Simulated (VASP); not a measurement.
# Ni (Fm-3m) in VASP: settings compared

Ni is run at these levels: PBEsol, LDA; tasks: single point.

All numbers are computed with VASP 6.6.1; they aren't measurements. Logs are shortened: lines on timing, memory, paths and dates and some standing lists are left out, and cuts for length are marked.

### Step 1. The cell of the first run

Symmetry: Fm-3m, No. 225, cubic system. Conventional cell: a = 3.404 Å, b = 3.404 Å, c = 3.404 Å, α = 90.00°, β = 90.00°, γ = 90.00°. Within 3.2 Å of Ni (site symmetry m-3m) lie 12 Ni at 2.41 Å.

### Step 2. Single point, PBEsol, collinear spin, ferromagnetic start (volume scaled by 0.94)

The input, INCAR:

```
SYSTEM = Ni
  ALGO = Fast
  EDIFF = 1E-6
  ENCUT = 520
  GGA = PS
  ISIF = 2
  ISMEAR = -1
  ISPIN = 2
  LASPH = .TRUE.
  LCHARG = .TRUE.
  LELF = .TRUE.
  LMAXMIX = 4
  LORBIT = 11
  LREAL = .FALSE.
  LVHAR = .TRUE.
  LWAVE = .FALSE.
  MAGMOM = 1
  NBANDS = 15
  NELM = 150
  PREC = Accurate
  SIGMA = 0.05
```

The input, KPOINTS:

```
k-points
0
G
  13 13 13
  0 0 0
```

The input, POSCAR:

```
Ni
1.0
    0.0000000000      1.7021023080      1.7021023080
    1.7021023080      0.0000000000      1.7021023080
    1.7021023080      1.7021023080      0.0000000000
Ni
1
Direct
    0.0000000000      0.0000000000      0.0000000000
```

Potentials or basis: VASP PAW PBE potentials, release 64 (Ni).

Run with:

```console
$ cat potpaw_PBE.64/Ni/POTCAR > POTCAR
$ mpirun -np 1 vasp_std > vasp.out
```

OUTCAR:

```text
SYSTEM = Ni
   EDIFF = 1E-6
   ENCUT = 520
   GGA = PS
   ISIF = 2
   ISMEAR = -1
   ISPIN = 2
   LASPH = .TRUE.
   LORBIT = 11
   LREAL = .FALSE.
   NELM = 150
   PREC = Accurate

 ion  position               nearest neighbor table
   1  0.000  0.000  0.000-

  LATTYP: Found a face centered cubic cell.
 ALAT       =     3.4042046160

  Lattice vectors:

 A1 = (   0.0000000000,   1.7021023080,   1.7021023080)
 A2 = (   1.7021023080,   0.0000000000,   1.7021023080)
 A3 = (   1.7021023080,   1.7021023080,   0.0000000000)

Analysis of symmetry for initial positions (statically):
=====================================================================
 Subroutine PRICEL returns:
 Original cell was already a primitive cell.

 Routine SETGRP: Setting up the symmetry group for a
 face centered cubic supercell.

 Subroutine GETGRP returns: Found 48 space group operations
 (whereof 48 operations were pure point group operations)
 out of a pool of 48 trial point group operations.

The static configuration has the point symmetry O_h .

Analysis of symmetry for dynamics (positions and initial velocities):
=====================================================================
 Subroutine PRICEL returns:
 Original cell was already a primitive cell.

 Routine SETGRP: Setting up the symmetry group for a
 face centered cubic supercell.

 Subroutine GETGRP returns: Found 48 space group operations
 (whereof 48 operations were pure point group operations)
 out of a pool of 48 trial point group operations.

The dynamic configuration has the point symmetry O_h .

Analysis of structural, dynamic, and magnetic symmetry:
=====================================================================
 Subroutine PRICEL returns:
 Original cell was already a primitive cell.

 Routine SETGRP: Setting up the symmetry group for a
 face centered cubic supercell.

 Subroutine GETGRP returns: Found 48 space group operations
 (whereof 48 operations were pure point group operations)
 out of a pool of 48 trial point group operations.

The overall configuration has the point symmetry O_h .

 Subroutine INISYM returns: Found 48 space group operations
 (whereof 48 operations are pure point group operations),
 and found     1 'primitive' translations

----------------------------------------------------------------------------------------

                                     Primitive cell

  volume of cell :       9.8625

  direct lattice vectors                    reciprocal lattice vectors
     0.000000000  1.702102308  1.702102308    -0.293754375  0.293754375  0.293754375
     1.702102308  0.000000000  1.702102308     0.293754375 -0.293754375  0.293754375
     1.702102308  1.702102308  0.000000000     0.293754375  0.293754375 -0.293754375

  length of vectors
     2.407136169  2.407136169  2.407136169     0.508797503  0.508797503  0.508797503

  position of ions in fractional coordinates (direct lattice)
     0.000000000  0.000000000  0.000000000

  ion indices of the primitive-cell ions
   primitive index   ion index
                 1           1

----------------------------------------------------------------------------------------

 KPOINTS: k-points

Automatic generation of k-mesh.
 Grid dimensions read from file:
 generate k-points for:   13   13   13

 Generating k-lattice:

  Cartesian coordinates                     Fractional coordinates (reciprocal lattice)
    -0.022596490  0.022596490  0.022596490     0.076923077  0.000000000  0.000000000
     0.022596490 -0.022596490  0.022596490     0.000000000  0.076923077  0.000000000
     0.022596490  0.022596490 -0.022596490     0.000000000  0.000000000  0.076923077

  Length of vectors
     0.039138269  0.039138269  0.039138269

  Shift w.r.t. Gamma in fractional coordinates (k-lattice)
     0.000000000  0.000000000  0.000000000

 Subroutine IBZKPT returns following result:
 ===========================================

 Found     84 irreducible k-points:

 Following reciprocal coordinates:
            Coordinates               Weight
  0.000000  0.000000  0.000000      1.000000
  0.076923  0.000000  0.000000      8.000000
  0.153846  0.000000  0.000000      8.000000
  0.230769  0.000000  0.000000      8.000000
  0.307692  0.000000  0.000000      8.000000
  0.384615  0.000000  0.000000      8.000000
[... 16 lines left out ...]
  0.384615  0.153846  0.000000     24.000000
  0.461538  0.153846  0.000000     24.000000
 [... further k-points ...]
   k-points           NKPTS =     84   k-points in BZ     NKDIM =     84   number of bands    NBANDS=     15
   number of dos      NEDOS =    301   number of ions     NIONS =      1
   total plane-waves  NPLWV =   5832
   dimension x,y,z NGX =    18 NGY =   18 NGZ =   18
   dimension x,y,z NGXF=    36 NGYF=   36 NGZF=   36
   ions per type =               1
   NGX,Y,Z   is equivalent  to a cutoff of  12.43, 12.43, 12.43 a.u.
   NGXF,Y,Z  is equivalent  to a cutoff of  24.86, 24.86, 24.86 a.u.
 SYSTEM =  Ni
   PREC   = accura    normal or accurate (medium, high low for compatibility)
   ISTART =      0    job   : 0-new  1-cont  2-samecut
   ICHARG =      2    charge: 1-file 2-atom 10-const
   ISPIN  =      2    spin polarized calculation?
   LNONCOLLINEAR =      F non collinear calculations
   LSORBIT =      F    spin-orbit coupling
   LASPH  =      T    aspherical Exc in radial PAW
   ENCUT  =  520.0 eV  38.22 Ry    6.18 a.u.   4.48  4.48  4.48*2*pi/ulx,y,z
   NELM   =    150;   NELMIN=  2; NELMDL= -5     # of ELM steps
   EDIFF  = 0.1E-05   stopping-criterion for ELM
   LREAL  =      F    real-space projection
   EDIFFG = 0.1E-04   stopping-criterion for IOM
   NSW    =      0    number of steps for IOM
   IBRION =     -1    ionic relax: 0-MD 1-quasi-New 2-CG
   NFREE  =      0    steps in history (QN), initial steepest desc. (CG)
   ISIF   =      2    stress and relaxation
   ISYM   =      2    0-nonsym 1-usesym 2-fastsym
   POTIM  = 0.5000    time-step for ionic-motion
   TEBEG  =    0.0;   TEEND  =   0.0 temperature during run
   PSTRESS=    0.0 pullay stress
   NELECT =      10.0000    total number of electrons
   NUPDOWN=      -1.0000    fix difference up-down
   EMIN   =  10.00;   EMAX   =-10.00  energy-range for DOS
   EFERMI =   0.00;   METHOD = LEGACY
   ISMEAR =    -1;   SIGMA  =   0.05  broadening in eV -4-tet -1-fermi 0-gaus
   EFERMI_NEDOS =   21; number of points for ismear=-14 and -15
   IALGO  =     68    algorithm
   IMIX   =      4    mixing-type and parameters
     AMIX     =   0.40;   BMIX     =  1.00
     AMIX_MAG =   1.60;   BMIX_MAG =  1.00
  volume/ion in A,a.u.               =       9.86        66.56
  Fermi-wavevector in a.u.,A,eV,Ry     =   1.644672  3.107979 36.803003  2.704944
  Thomas-Fermi vector in A             =   2.734598
   LORBIT       =     11    0 simple, 1 ext, 2 COOP (PROOUT), +10 PAW based schemes
   GGA     = PS    functional components
   LHFCALC =     F    Hartree Fock is set to
   AEXX    =    0.0000 exact exchange contribution
   IVDW    =     0    specifies the selected vdW correction
   LEPSILON=     F    determine dielectric tensor
   LRPA    =     F    only Hartree local field effects (RPA)
 spin polarized calculation
 RMM-DIIS sequential band-by-band and
  energy-cutoff  :      520.00
  volume of cell :        9.86
 maximum number of plane-waves:       283
 NGX is ok and might be reduce to    18
   NGX =  9   NGY =  9   NGZ =  9

 number of electron      10.0000000 magnetization       1.0000000

 number of electron       9.9999995 magnetization       0.6205140

 Free energy of the ion-electron system (eV)
  ---------------------------------------------------
  ext. energy  EPLUGINS =         0.00000000
  ---------------------------------------------------
  free energy    TOTEN  =        -6.12468219 eV

  energy without entropy =       -6.11275809  energy(sigma->0) =       -6.11872014

 E-fermi :  10.6479     XC(G=0): -14.0288

 val. band max:       10.6139675674   @ k =   0.4615   0.3077   0.0769
 cond. band min:      10.6488375322   @ k =   0.3846   0.0769   0.0000
 fundamental gap:      0.0348699648
 Fermi energy:        10.6479299702

 spin component 1

 k-point     1 :       0.0000    0.0000    0.0000
  band No.  band energies     occupation
      1       0.8770      1.00000
      2       7.9569      1.00000
      3       7.9569      1.00000
      4       7.9569      1.00000
      5       9.3000      1.00000
      6       9.3000      1.00000
      7      35.1668      0.00000
      8      39.7882      0.00000
      9      39.7882      0.00000
     10      39.7882      0.00000
     11      43.0884      0.00000
     12      43.0884      0.00000
     13      43.0884      0.00000
     14      45.8458      0.00000
     15      53.2977      0.00000

 k-point     2 :       0.0769    0.0000    0.0000
  band No.  band energies     occupation
      1       1.1257      1.00000
      2       7.8869      1.00000
      3       8.0155      1.00000
      4       8.0155      1.00000
      5       9.2748      1.00000
      6       9.2749      1.00000
      7      34.4481      0.00000
      8      37.3833      0.00000
      9      39.3281      0.00000
     10      39.3281      0.00000
     11      43.7858      0.00000
     12      43.7858      0.00000
     13      44.0584      0.00000
     14      48.1053      0.00000
     15      51.2812      0.00000
[... 365 lines left out ...]
      3       7.9209      1.00000
      4       8.5147      1.00000
      5       9.9859      1.00000
      6      10.3005      0.99904
      7      22.5432      0.00000
      8      31.7287      0.00000
      9      32.2533      0.00000
     10      35.2153      0.00000
     11      45.1599      0.00000
     12      45.6192      0.00000
     13      46.7108      0.00000
     14      51.7059      0.00000
     15      59.0435      0.00000

 k-point    24 :       0.4615    0.1538    0.0000
  band No.  band energies     occupation
      1       5.6184      1.00000
      2       7.4535      1.00000
      3       7.9684      1.00000
      4       8.4117      1.00000
      5      10.1126      0.99998
      6      11.5917      0.00000
      7      19.2533      0.00000
      8      30.4895      0.00000
      9      32.4662      0.00000
     10      34.6741      0.00000
     11      45.0043      0.00000
     12      45.3861      0.00000
     13      48.7715      0.00000
     14      51.9528      0.00000
     15      58.3805      0.00000

 [... further k-points ...]

 spin component 2

 k-point     1 :       0.0000    0.0000    0.0000
  band No.  band energies     occupation
      1       0.8811      1.00000
      2       8.6683      1.00000
      3       8.6683      1.00000
      4       8.6683      1.00000
      5       9.9053      1.00000
      6       9.9053      1.00000
      7      35.0806      0.00000
      8      39.7916      0.00000
      9      39.7916      0.00000
     10      39.7916      0.00000
     11      43.2274      0.00000
     12      43.2274      0.00000
     13      43.2274      0.00000
     14      45.7632      0.00000
     15      53.5255      0.00000

 k-point     2 :       0.0769    0.0000    0.0000
  band No.  band energies     occupation
      1       1.1302      1.00000
      2       8.5905      1.00000
      3       8.7288      1.00000
      4       8.7288      1.00000
      5       9.8789      1.00000
      6       9.8789      1.00000
      7      34.4284      0.00000
      8      37.3832      0.00000
      9      39.3678      0.00000
     10      39.3679      0.00000
     11      43.8818      0.00000
     12      43.8818      0.00000
     13      44.0877      0.00000
     14      48.0858      0.00000
     15      51.4742      0.00000
[... 365 lines left out ...]
      3       8.5160      1.00000
      4       9.1674      1.00000
      5      10.6953      0.27945
      6      10.9075      0.00554
      7      22.7597      0.00000
      8      31.7720      0.00000
      9      32.3613      0.00000
     10      35.3317      0.00000
     11      45.2551      0.00000
     12      45.6386      0.00000
     13      46.7555      0.00000
     14      51.8663      0.00000
     15      59.1334      0.00000

 k-point    24 :       0.4615    0.1538    0.0000
  band No.  band energies     occupation
      1       5.9818      1.00000
      2       7.8807      1.00000
      3       8.5420      1.00000
      4       9.0411      1.00000
      5      10.8483      0.01786
      6      12.0648      0.00000
      7      19.5430      0.00000
      8      30.5570      0.00000
      9      32.5702      0.00000
     10      34.7605      0.00000
     11      45.0278      0.00000
     12      45.4469      0.00000
     13      48.8566      0.00000
     14      52.3553      0.00000
     15      61.5713      0.00000

 [... further k-points ...]
[... 5 lines left out ...]
  --------------------------------------------------------------------------------------
  -------------------------------------------------------------------------------------
  Total        0.8145671      0.8145671      0.8145671      0.0000000     -0.0000000      0.0000000
  in kB      132.3276114    132.3276114    132.3276114      0.0000000     -0.0000000      0.0000000
  external PRESSURE =     132.3276114 kB  Pullay stress =       0.0000000 kB

 VOLUME and BASIS-vectors are now :
 -----------------------------------------------------------------------------
  energy-cutoff  :      520.00
  volume of cell :        9.86
      direct lattice vectors                 reciprocal lattice vectors
     0.000000000  1.702102308  1.702102308    -0.293754375  0.293754375  0.293754375
     1.702102308  0.000000000  1.702102308     0.293754375 -0.293754375  0.293754375
     1.702102308  1.702102308  0.000000000     0.293754375  0.293754375 -0.293754375

 POSITION                                       TOTAL-FORCE (eV/Angst)
 -----------------------------------------------------------------------------------
      0.00000      0.00000      0.00000         0.000000     -0.000000     -0.000000
 -----------------------------------------------------------------------------------
    total drift:                                0.000000      0.000000     -0.000000

  FREE ENERGIE OF THE ION-ELECTRON SYSTEM (eV)
  ---------------------------------------------------
  free  energy   TOTEN  =        -6.1246821875 eV

  energy  without entropy=       -6.1127580927  energy(sigma->0) =       -6.11872014

 total charge

# of ion       s       p       d       tot
------------------------------------------
    1        0.546   0.598   8.364   9.508

 magnetization (x)

# of ion       s       p       d       tot
------------------------------------------
    1       -0.005  -0.022   0.648   0.621
```

Wall time 17 s (1 thread of Intel Xeon Platinum 8559C (Emerald Rapids), shared host); peak memory 0.13 GiB.

What came out:

```yaml
Free_energy: -6.1247 eV
Pressure: 13.2 GPa
Net_moment: 0.62 μB per cell
Site_moments: Ni +0.62 μB
Valence_electrons_inside_the_program's_atomic_spheres: Ni 9.51
```

Caveat: the PAW data sets were made with another functional, which shifts forces and pressure a little.

[end of part 1 of 2]
